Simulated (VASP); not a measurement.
# H3Pt2 (P-3m1) in VASP: notebook

The runs below take H3Pt2 through single point, relaxation of cell and atoms, with PBE.

Everything below comes from runs of VASP 6.6.1. Logs are shortened: lines on timing, memory, paths and dates and some standing lists are left out, and cuts for length are marked.

## (1) The cell of the first run

It takes space group P-3m1 (No. 164, trigonal). Conventional cell: a = 3.744 Å, b = 3.744 Å, c = 4.568 Å, α = 90.00°, β = 90.00°, γ = 120.00°. Within 3.0 Å of H (site symmetry -3m) lie 6 Pt at 2.28 Å and 6 H at 2.69 Å. Within 3.0 Å of H (site symmetry 3m) lie 5 Pt at 2.24 to 2.33 Å and 6 H at 2.56 to 2.69 Å. Within 3.0 Å of Pt (site symmetry 3m) lie 8 H at 2.24 to 2.33 Å and 3 Pt at 2.61 Å.

The cell was built from a structure type or drawn by symmetry, and may not be a known phase.

## (2) Single point, PBE

INCAR reads:

```
PREC = Accurate ; ENCUT = 520
EDIFF = 1E-6 ; ISMEAR = 0
SIGMA = 0.1 ; LREAL = F
LASPH = T ; NELM = 60
ALGO = Normal ; ISIF = 2
LWAVE = F ; LCHARG = F
GGA = PE ; NBANDS = 20
```

KPOINTS reads:

```
regular mesh
0
Gamma
  6 6 4
```

POSCAR reads:

```
H3Pt2
1.0
    3.7438247800      0.0000000000      0.0000000000
   -1.8719123900      3.2422473700      0.0000000000
    0.0000000000      0.0000000000      4.5680130100
H Pt
3 2
Direct
    0.0000000000      0.0000000000      0.0000000000
    0.3333333300      0.6666666700      0.3499253400
    0.6666666700      0.3333333300      0.6500746600
    0.3333333300      0.6666666700      0.8395121100
    0.6666666700      0.3333333300      0.1604878900
```

Potentials or basis: VASP PAW PBE potentials, release 64 (H, Pt).

Run with:

```console
$ cat potpaw_PBE.64/H/POTCAR potpaw_PBE.64/Pt/POTCAR > POTCAR
$ mpirun -np 1 vasp_std > vasp.out
```

OUTCAR:

```text
PREC = Accurate
   ENCUT = 520
   EDIFF = 1E-6
   ISMEAR = 0
   LREAL = F
   LASPH = T
   NELM = 60
   ISIF = 2
   GGA = PE

 ion  position               nearest neighbor table
   1  0.000  0.000  0.000-
   2  0.333  0.667  0.350-
   3  0.667  0.333  0.650-
   4  0.333  0.667  0.840-   5 2.61   5 2.61   5 2.61
   5  0.667  0.333  0.160-   4 2.61   4 2.61   4 2.61

  LATTYP: Found a hexagonal cell.
 ALAT       =     3.7438247800
 C/A-ratio  =     1.2201460481

  Lattice vectors:

 A1 = (   3.7438247800,   0.0000000000,   0.0000000000)
 A2 = (  -1.8719123900,   3.2422473700,   0.0000000000)
 A3 = (   0.0000000000,   0.0000000000,   4.5680130100)

Analysis of symmetry for initial positions (statically):
=====================================================================
 Subroutine PRICEL returns:
 Original cell was already a primitive cell.

 Routine SETGRP: Setting up the symmetry group for a
 hexagonal supercell.

 Subroutine GETGRP returns: Found 12 space group operations
 (whereof 12 operations were pure point group operations)
 out of a pool of 24 trial point group operations.

The static configuration has the point symmetry D_3d.

Analysis of symmetry for dynamics (positions and initial velocities):
=====================================================================
 Subroutine PRICEL returns:
 Original cell was already a primitive cell.

 Routine SETGRP: Setting up the symmetry group for a
 hexagonal supercell.

 Subroutine GETGRP returns: Found 12 space group operations
 (whereof 12 operations were pure point group operations)
 out of a pool of 24 trial point group operations.

The dynamic configuration has the point symmetry D_3d.

 Subroutine INISYM returns: Found 12 space group operations
 (whereof 12 operations are pure point group operations),
 and found     1 'primitive' translations

----------------------------------------------------------------------------------------

                                     Primitive cell

  volume of cell :      55.4484

  direct lattice vectors                    reciprocal lattice vectors
     3.743824780  0.000000000  0.000000000     0.267106518  0.154214020  0.000000000
[... 88 lines left out ...]
   LASPH  =      T    aspherical Exc in radial PAW
   ENCUT  =  520.0 eV  38.22 Ry    6.18 a.u.   6.96  6.96  8.49*2*pi/ulx,y,z
   NELM   =     60;   NELMIN=  2; NELMDL= -5     # of ELM steps
   EDIFF  = 0.1E-05   stopping-criterion for ELM
   LREAL  =      F    real-space projection
   EDIFFG = 0.1E-04   stopping-criterion for IOM
   NSW    =      0    number of steps for IOM
   IBRION =     -1    ionic relax: 0-MD 1-quasi-New 2-CG
   NFREE  =      0    steps in history (QN), initial steepest desc. (CG)
   ISIF   =      2    stress and relaxation
   ISYM   =      2    0-nonsym 1-usesym 2-fastsym
   POTIM  = 0.5000    time-step for ionic-motion
   TEBEG  =    0.0;   TEEND  =   0.0 temperature during run
   PSTRESS=    0.0 pullay stress
   NELECT =      23.0000    total number of electrons
   NUPDOWN=      -1.0000    fix difference up-down
   EMIN   =  10.00;   EMAX   =-10.00  energy-range for DOS
   EFERMI =   0.00;   METHOD = LEGACY
   ISMEAR =     0;   SIGMA  =   0.10  broadening in eV -4-tet -1-fermi 0-gaus
   EFERMI_NEDOS =   21; number of points for ismear=-14 and -15
   IALGO  =     38    algorithm
   IMIX   =      4    mixing-type and parameters
     AMIX     =   0.40;   BMIX     =  1.00
     AMIX_MAG =   1.60;   BMIX_MAG =  1.00
  volume/ion in A,a.u.               =      11.09        74.84
  Fermi-wavevector in a.u.,A,eV,Ry     =   1.220922  2.307207 20.281519  1.490650
  Thomas-Fermi vector in A             =   2.356122
   LORBIT       =      0    0 simple, 1 ext, 2 COOP (PROOUT), +10 PAW based schemes
   GGA     = PE    functional components
   LHFCALC =     F    Hartree Fock is set to
   AEXX    =    0.0000 exact exchange contribution
   IVDW    =     0    specifies the selected vdW correction
   LEPSILON=     F    determine dielectric tensor
   LRPA    =     F    only Hartree local field effects (RPA)
 non-spin polarized calculation
 Gauss-broadening in eV      SIGMA  =   0.10
  energy-cutoff  :      520.00
  volume of cell :       55.45
 maximum number of plane-waves:      1513
   NGX = 13   NGY = 13   NGZ = 17

 number of electron      23.0000004 magnetization

 Free energy of the ion-electron system (eV)
  ---------------------------------------------------
  ext. energy  EPLUGINS =         0.00000000
  ---------------------------------------------------
  free energy    TOTEN  =       -18.39489808 eV

  energy without entropy =      -18.37363487  energy(sigma->0) =      -18.38426648

 E-fermi :   4.8867     XC(G=0): -10.8285

 val. band max:        4.8746486311   @ k =   0.5000  -0.0000   0.0000
 cond. band min:       4.9608251231   @ k =   0.0000   0.1667   0.2500
 fundamental gap:      0.0861764920
 Fermi energy:         4.8866745241

 k-point     1 :       0.0000    0.0000    0.0000
  band No.  band energies     occupation
      1      -4.4378      2.00000
      2      -0.8037      2.00000
      3       0.8269      2.00000
      4       0.8909      2.00000
      5       0.8909      2.00000
      6       1.1636      2.00000
[... 541 lines left out ...]
     19      15.5647      0.00000
     20      19.4902      0.00000

------------------------ aborting loop because EDIFF is reached ----------------------------------------

  FORCE on cell =-STRESS in cart. coord.  units (eV):
  Direction    XX          YY          ZZ          XY          YZ          ZX
  --------------------------------------------------------------------------------------
  -------------------------------------------------------------------------------------
  Total       -3.1126540     -3.1126540     -5.1836036     -0.0000000      0.0000000      0.0000000
  in kB      -89.9399065    -89.9399067   -149.7798436     -0.0000000      0.0000000      0.0000000
  external PRESSURE =    -109.8865522 kB  Pullay stress =       0.0000000 kB

 VOLUME and BASIS-vectors are now :
 -----------------------------------------------------------------------------
  energy-cutoff  :      520.00
  volume of cell :       55.45
      direct lattice vectors                 reciprocal lattice vectors
     3.743824780  0.000000000  0.000000000     0.267106518  0.154214020  0.000000000
    -1.871912390  3.242247370  0.000000000     0.000000000  0.308428040  0.000000000
     0.000000000  0.000000000  4.568013010     0.000000000  0.000000000  0.218913562

 POSITION                                       TOTAL-FORCE (eV/Angst)
 -----------------------------------------------------------------------------------
      0.00000      0.00000      0.00000        -0.000000      0.000000      0.000000
     -0.00000      2.16150      1.59846        -0.000000      0.000000      0.199863
      1.87191      1.08075      2.96955        -0.000000     -0.000000     -0.199863
     -0.00000      2.16150      3.83490         0.000000     -0.000000     -2.796369
      1.87191      1.08075      0.73311        -0.000000      0.000000      2.796369
 -----------------------------------------------------------------------------------
    total drift:                                0.000000      0.000000      0.000000

  FREE ENERGIE OF THE ION-ELECTRON SYSTEM (eV)
  ---------------------------------------------------
  free  energy   TOTEN  =       -18.3948980840 eV

  energy  without entropy=      -18.3736348694  energy(sigma->0) =      -18.38426648
```

Run time: 13 s. Hardware: 1 thread of Intel Xeon 6975P-C (Granite Rapids), shared host; peak memory 0.17 GiB.

Results:

* Free energy: -18.3949 eV
* Pressure: -11.0 GPa
* Largest force: 2.796 eV/Å
* Band gap on the k mesh: zero (an odd number of electrons rules out a gap without spin polarisation)

Forces in eV/Å, atoms in the order of the input:
```
H    0.000  0.000  0.000
H    0.000  0.000  0.200
H    0.000  0.000 -0.200
Pt   0.000  0.000 -2.796
Pt   0.000  0.000  2.796
```

Stress tensor (GPa, compression positive):
```
 -8.99   0.00   0.00
  0.00  -8.99   0.00
  0.00   0.00 -14.98
```

Levels at points of the mesh, in eV from the Fermi level:
| k point | band 8 | band 9 | band 10 | band 11 | band 12 | band 13 | band 14 | band 15 | band 16 | band 17 |
| --- | --- | --- | --- | --- | --- | --- | --- | --- | --- | --- |
| (0.00, 0.00, 0.00) | -1.04 | -1.04 | -0.12 | -0.12 | 1.30 | 1.94 | 4.69 | 4.85 | 9.49 | 9.49 |
| (0.50, 0.00, 0.00) | -1.71 | -1.08 | -0.58 | -0.29 | -0.01 | 3.04 | 3.92 | 4.35 | 4.64 | 5.74 |
| (0.00, 0.00, 0.50) | -0.88 | -0.66 | -0.66 | -0.15 | -0.15 | -0.15 | 5.99 | 6.81 | 10.92 | 10.92 |
| (0.50, 0.00, 0.50) | -2.14 | -1.94 | -1.81 | -0.31 | 0.13 | 0.58 | 2.19 | 5.49 | 5.98 | 6.68 |

Caveat: the cell stands under tension; spin-orbit coupling is left out, which moves the levels of the heavy elements; forces of over 1 eV/Å act on the atoms, so gaps and moduli don't describe the material at rest.

## (3) Single point, PBE

This run uses another cell than the first one, of 10.90 Å³/atom.

INCAR reads:

```
SYSTEM = H3Pt2
PREC     = Accurate       ! precision mode
ENCUT    = 520            ! plane-wave cutoff, eV
EDIFF    = 1E-6           ! SCF threshold, eV
ISMEAR   = 0              ! smearing method
SIGMA    = 0.1            ! smearing width, eV
LREAL    = .FALSE.        ! projectors in reciprocal space
LASPH    = .TRUE.         ! aspherical terms in the spheres
NELM     = 80             ! most SCF steps
ALGO     = Normal         ! electronic algorithm
ISIF     = 2              ! what is computed and relaxed
LWAVE    = .FALSE.        ! write WAVECAR
LCHARG   = .FALSE.        ! write CHGCAR
GGA      = PE             ! functional
NBANDS   = 20             ! bands
```

KPOINTS reads:

```
regular mesh
0
G
  6 6 4
  0 0 0
```

POSCAR reads:

```
H3Pt2
1.0
    2.8168682006      0.0000000000      0.0000000000
   -1.4084341003      2.4394794208      0.0000000000
    0.0000000000      0.0000000000      7.9313424870
H Pt
3 2
Direct
    0.0000000000      0.0000000000      0.0000000000
    0.3333333333      0.6666666667      0.2921355360
    0.6666666667      0.3333333333      0.7078644640
    0.3333333333      0.6666666667      0.8213813284
    0.6666666667      0.3333333333      0.1786186716
```

Potentials or basis: VASP PAW PBE potentials, release 64 (H, Pt).

Run with:

```console
$ cat potpaw_PBE.64/H/POTCAR potpaw_PBE.64/Pt/POTCAR > POTCAR
$ mpirun -np 1 vasp_std > vasp.out
```

Wall time 13 s (1 thread of Intel Xeon 6975P-C (Granite Rapids), shared host); peak memory 0.18 GiB.

The run converged. Its results:

```yaml
Free_energy: -21.4876 eV
Pressure: -0.1 GPa
Largest_force: 0.012 eV/Å
Band_gap_on_the_k_mesh: zero (an odd number of electrons rules out a gap without spin polarisation)
```

Forces on the atoms (eV/Å):
```
H    0.000  0.000  0.000
H    0.000  0.000  0.011
H    0.000  0.000 -0.011
Pt   0.000  0.000  0.012
Pt   0.000  0.000 -0.012
```

Stress tensor (GPa, compression positive):
```
-0.24  0.00  0.00
 0.00 -0.24  0.00
 0.00  0.00  0.10
```

Levels at points of the mesh, in eV from the Fermi level:
```csv
k point,band 9,band 10,band 11,band 12,band 13,band 14,band 15,band 16
"(0.00, 0.00, 0.00)",-3.55,-1.64,-1.64,-1.31,-1.31,3.85,5.52,10.43
"(0.50, 0.00, 0.00)",-1.62,-0.39,-0.35,-0.28,3.63,3.78,4.00,5.22
"(0.00, 0.00, 0.50)",-3.47,-1.64,-1.64,-1.31,-1.31,3.34,6.58,8.91
"(0.50, 0.00, 0.50)",-1.67,-0.39,-0.35,-0.34,3.40,3.96,4.23,5.47
```

Caveat: the k points lie up to 0.43 Å⁻¹ apart, too coarse for converged energies and pressures of a metal; spin-orbit coupling is left out, which moves the levels of the heavy elements.

(Continued in part 2 of 2.)
